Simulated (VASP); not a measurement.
# V (P6_3/mmc) in VASP: further runs

The runs below take V through relaxation of cell and atoms, single point, with PBE.

Program: VASP 6.6.1. These are calculated values, not measurements. Logs are shortened: lines on timing, memory, paths and dates and some standing lists are left out, and cuts for length are marked.

**1. The cell of the first run**

Symmetry: P6_3/mmc, No. 194, hexagonal system. The conventional cell has a = 2.292 Å, b = 2.292 Å, c = 4.172 Å, α = 90.00°, β = 90.00°, γ = 120.00°. Within 3.0 Å of V (site symmetry -6m2) lie 12 V at 2.29 to 2.47 Å.

This isn't the form of V at room conditions, which is bcc.

**2. Relaxation of cell and atoms, PBE, target pressure 130 GPa, at which the enthalpy is minimised**

Input file INCAR:

```
SYSTEM = V
ALGO = Normal
EDIFF = 1E-7
EDIFFG = -0.005
ENCUT = 600
GGA = PE
IBRION = 2
ISIF = 3
ISMEAR = -1
LASPH = .TRUE.
LCHARG = .FALSE.
LREAL = .FALSE.
LWAVE = .FALSE.
NELM = 100
NSW = 32
PREC = Accurate
PSTRESS = 1300.0
SIGMA = 0.1
```

Input file KPOINTS:

```
k-points
0
G
  18 18 10
  0 0 0
```

Input file POSCAR:

```
V
1.0
    2.2918158332      0.0000000000      0.0000000000
   -1.1459079166      1.9847707323      0.0000000000
    0.0000000000      0.0000000000      4.1723599268
V
2
Direct
    0.3333333333      0.6666666667      0.2500000000
    0.6666666667      0.3333333333      0.7500000000
```

Potentials or basis: VASP PAW PBE potentials, release 64 (V_sv).

On the command line:

```bash
$ cat potpaw_PBE.64/V_sv/POTCAR > POTCAR
$ mpirun -np 1 vasp_std > vasp.out
```

OUTCAR:

```text
SYSTEM = V
   EDIFF = 1E-7
   EDIFFG = -0.005
   ENCUT = 600
   GGA = PE
   IBRION = 2
   ISIF = 3
   ISMEAR = -1
   LASPH = .TRUE.
   LREAL = .FALSE.
   NELM = 100
   NSW = 32
   PREC = Accurate
   PSTRESS = 1300.0

 ion  position               nearest neighbor table
   1  0.333  0.667  0.250-   2 2.47   2 2.47   2 2.47   2 2.47   2 2.47   2 2.47
   2  0.667  0.333  0.750-   1 2.47   1 2.47   1 2.47   1 2.47   1 2.47   1 2.47

  LATTYP: Found a hexagonal cell.
 ALAT       =     2.2918158332
 C/A-ratio  =     1.8205476489

  Lattice vectors:

 A1 = (   2.2918158332,   0.0000000000,   0.0000000000)
 A2 = (  -1.1459079166,   1.9847707323,   0.0000000000)
 A3 = (   0.0000000000,   0.0000000000,   4.1723599268)

Analysis of symmetry for initial positions (statically):
=====================================================================
 Subroutine PRICEL returns:
 Original cell was already a primitive cell.

 Routine SETGRP: Setting up the symmetry group for a
 hexagonal supercell.

 Subroutine GETGRP returns: Found 24 space group operations
 (whereof 12 operations were pure point group operations)
 out of a pool of 24 trial point group operations.

The static configuration has the point symmetry D_3d.
 The point group associated with its full space group is D_6h.

Analysis of symmetry for dynamics (positions and initial velocities):
=====================================================================
 Subroutine PRICEL returns:
 Original cell was already a primitive cell.

 Routine SETGRP: Setting up the symmetry group for a
 hexagonal supercell.

 Subroutine GETGRP returns: Found 24 space group operations
 (whereof 12 operations were pure point group operations)
 out of a pool of 24 trial point group operations.

The dynamic configuration has the point symmetry D_3d.
 The point group associated with its full space group is D_6h.

 Subroutine INISYM returns: Found 24 space group operations
 (whereof 12 operations are pure point group operations),
 and found     1 'primitive' translations

----------------------------------------------------------------------------------------

                                     Primitive cell

  volume of cell :      18.9789

  direct lattice vectors                    reciprocal lattice vectors
     2.291815833  0.000000000  0.000000000     0.436335235  0.251918265  0.000000000
    -1.145907917  1.984770732  0.000000000     0.000000000  0.503836531  0.000000000
     0.000000000  0.000000000  4.172359927     0.000000000  0.000000000  0.239672516

[... 92 lines left out ...]
   TEBEG  =    0.0;   TEEND  =   0.0 temperature during run
   PSTRESS= 1300.0 pullay stress
   NELECT =      26.0000    total number of electrons
   NUPDOWN=      -1.0000    fix difference up-down
   EMIN   =  10.00;   EMAX   =-10.00  energy-range for DOS
   EFERMI =   0.00;   METHOD = LEGACY
   ISMEAR =    -1;   SIGMA  =   0.10  broadening in eV -4-tet -1-fermi 0-gaus
   EFERMI_NEDOS =   21; number of points for ismear=-14 and -15
   IALGO  =     38    algorithm
   IMIX   =      4    mixing-type and parameters
     AMIX     =   0.40;   BMIX     =  1.00
     AMIX_MAG =   1.60;   BMIX_MAG =  1.00
  volume/ion in A,a.u.               =       9.49        64.04
  Fermi-wavevector in a.u.,A,eV,Ry     =   1.818201  3.435903 44.978909  3.305857
  Thomas-Fermi vector in A             =   2.875245
   LORBIT       =      0    0 simple, 1 ext, 2 COOP (PROOUT), +10 PAW based schemes
   GGA     = PE    functional components
   LHFCALC =     F    Hartree Fock is set to
   AEXX    =    0.0000 exact exchange contribution
   IVDW    =     0    specifies the selected vdW correction
   LEPSILON=     F    determine dielectric tensor
   LRPA    =     F    only Hartree local field effects (RPA)
 conjugate gradient relaxation of ions
 non-spin polarized calculation
  energy-cutoff  :      600.00
  volume of cell :       18.98
 maximum number of plane-waves:       659
   NGX =  9   NGY =  9   NGZ = 17

--------------------------------------- Ionic step        1  -------------------------------------------

 number of electron      26.0000008 magnetization

 Free energy of the ion-electron system (eV)
  ---------------------------------------------------
  ext. energy  EPLUGINS =         0.00000000
  ---------------------------------------------------
  free energy    TOTEN  =       -14.83537434 eV

  energy without entropy =      -14.76245365  energy(sigma->0) =      -14.79891400

------------------------ aborting loop because EDIFF is reached ----------------------------------------

  FORCE on cell =-STRESS in cart. coord.  units (eV):
  Direction    XX          YY          ZZ          XY          YZ          ZX
  --------------------------------------------------------------------------------------
  -------------------------------------------------------------------------------------
  Total       15.6836138     15.6836138     15.5301423      0.0000000     -0.0000000     -0.0000000
  in kB     1323.9905719   1323.9905719   1311.0347114      0.0000000     -0.0000000     -0.0000000
  external PRESSURE =      19.6719517 kB  Pullay stress =    1300.0000000 kB
[... 139 lines left out ...]
--------------------------------------- Ionic step        5  -------------------------------------------

 number of electron      26.0000005 magnetization

 Free energy of the ion-electron system (eV)
  ---------------------------------------------------
  ext. energy  EPLUGINS =         0.00000000
  ---------------------------------------------------
  free energy    TOTEN  =       -14.89013546 eV

  energy without entropy =      -14.81700579  energy(sigma->0) =      -14.85357063

 E-fermi :  15.2561     XC(G=0): -14.8865

 val. band max:       15.2547931992   @ k =   0.1667   0.0556   0.3000
 cond. band min:      15.2670079870   @ k =   0.0556  -0.0000   0.2000
 fundamental gap:      0.0122147878
 Fermi energy:        15.2560580211

 k-point     1 :       0.0000    0.0000    0.0000
  band No.  band energies     occupation
      1     -48.8342      2.00000
      2     -48.3633      2.00000
      3     -23.4679      2.00000
      4     -21.3920      2.00000
      5     -21.0958      2.00000
      6     -21.0958      2.00000
[... 457 lines left out ...]
      4     -23.2345      2.00000
      5     -22.3134      2.00000
      6     -21.9107      2.00000
[... 9 lines left out ...]
     16      19.4857      0.00000
     17      19.5703      0.00000

 [... further k-points ...]

------------------------ aborting loop because EDIFF is reached ----------------------------------------

  FORCE on cell =-STRESS in cart. coord.  units (eV):
  Direction    XX          YY          ZZ          XY          YZ          ZX
  --------------------------------------------------------------------------------------
  -------------------------------------------------------------------------------------
  Total       15.4523547     15.4523547     15.4554503      0.0000000      0.0000000      0.0000000
  in kB     1299.8934557   1299.8934556   1300.1538678      0.0000000      0.0000000      0.0000000
  external PRESSURE =      -0.0197403 kB  Pullay stress =    1300.0000000 kB
[... 21 lines left out ...]
  energy  without entropy=      -14.8170057930  energy(sigma->0) =      -14.85357063

  enthalpy is  TOTEN    =         0.5634857768 eV   P V=       15.4536212346

 reached required accuracy - stopping structural energy minimisation
```

Wall time 2.6 min (1 thread of AMD EPYC 7R13 (Zen 3), shared host); peak memory 0.16 GiB.

What came out:

| Item | Value |
| --- | --- |
| Free energy | -14.8901 eV |
| Relaxed volume | 9.52 Å³/atom |
| Relaxed cell | a = 2.297 Å, b = 2.297 Å, c = 4.169 Å, α = 90.00°, β = 90.00°, γ = 120.00° |
| Space group after relaxing (to 0.1 Å) | P6_3/mmc (No. 194) |
| Energy change on relaxing (the run minimises the enthalpy) | -27.4 meV/atom |
| Ionic steps | 5 |
| Pressure after relaxing | 130.0 GPa |
| Band gap on the k mesh | zero (bands 13 and 14 overlap by 3.39 eV) |

The path:
| step | energy change (eV) | largest force (eV/Å) | pressure (GPa) | volume (Å³) |
| --- | --- | --- | --- | --- |
| 1 | 0.0000 | 0.0000 | 131.97 | 18.98 |
| 2 | -0.2556 | 0.0000 | 122.49 | 19.30 |
| 3 | -0.0580 | 0.0000 | 129.84 | 19.05 |
| 4 | -0.0543 | 0.0000 | 130.00 | 19.05 |
| 5 | -0.0548 | 0.0000 | 130.00 | 19.05 |

Final structure:
```
CELL_PARAMETERS angstrom
2.29683 0.00000 0.00000
-1.14842 1.98912 0.00000
0.00000 0.00000 4.16876
ATOMIC_POSITIONS crystal
V 0.33333 0.66667 0.25000
V 0.66667 0.33333 0.75000
```

Levels at points of the mesh, in eV from the Fermi level:
```
           k point  band 11  band 12  band 13  band 14  band 15  band 16
(0.00, 0.00, 0.00)    -1.27     0.17     0.17     0.71     0.71     1.00
(0.50, 0.00, 0.00)    -3.98    -0.76     0.48     0.57     0.62     4.60
(0.00, 0.00, 0.50)    -1.65    -1.65     0.24     0.24     0.24     0.24
(0.50, 0.00, 0.50)    -3.21    -3.21     2.32     2.32     3.01     3.01
```

Caveat: the cell is relaxed towards a set pressure, so the run minimises the enthalpy, not the energy.

**3. Single point, PBE**

Input file INCAR:

```
SYSTEM = V
  PREC = Accurate
  ENCUT = 520
  EDIFF = 1E-6
  ISMEAR = -1
  SIGMA = 0.1
  LREAL = .False.
  LASPH = .True.
  NELM = 100
  ALGO = Normal
  ISIF = 2
  LWAVE = .False.
  LCHARG = .False.
  GGA = PE
  NBANDS = 20
```

Input file KPOINTS:

```
Automatic mesh
0
Gamma
  18 18 10
  0 0 0
```

POSCAR is that of step 2.

Potentials or basis: VASP PAW PBE potentials, release 64 (V_sv).

On the command line:

```bash
$ cat potpaw_PBE.64/V_sv/POTCAR > POTCAR
$ mpirun -np 1 vasp_std > vasp.out
```

Run time: 93 s. Hardware: 1 thread of Intel Xeon 8259CL, shared host; peak memory 0.18 GiB.

It converged, with:

- Free energy: -14.8352 eV
- Pressure: 132.0 GPa
- Band gap on the k mesh: zero (bands 13 and 14 overlap by 3.42 eV)

Stress tensor (GPa, compression positive):
```
132.44   0.00   0.00
  0.00 132.44   0.00
  0.00   0.00 131.15
```

Levels at points of the mesh, in eV from the Fermi level:
| k point | band 11 | band 12 | band 13 | band 14 | band 15 | band 16 |
| --- | --- | --- | --- | --- | --- | --- |
| (0.00, 0.00, 0.00) | -1.31 | 0.17 | 0.17 | 0.71 | 0.71 | 0.98 |
| (0.50, 0.00, 0.00) | -4.00 | -0.79 | 0.47 | 0.59 | 0.64 | 4.61 |
| (0.00, 0.00, 0.50) | -1.68 | -1.68 | 0.24 | 0.24 | 0.24 | 0.24 |
| (0.50, 0.00, 0.50) | -3.24 | -3.24 | 2.33 | 2.33 | 3.02 | 3.02 |

Caveat: the cell stands under pressure.
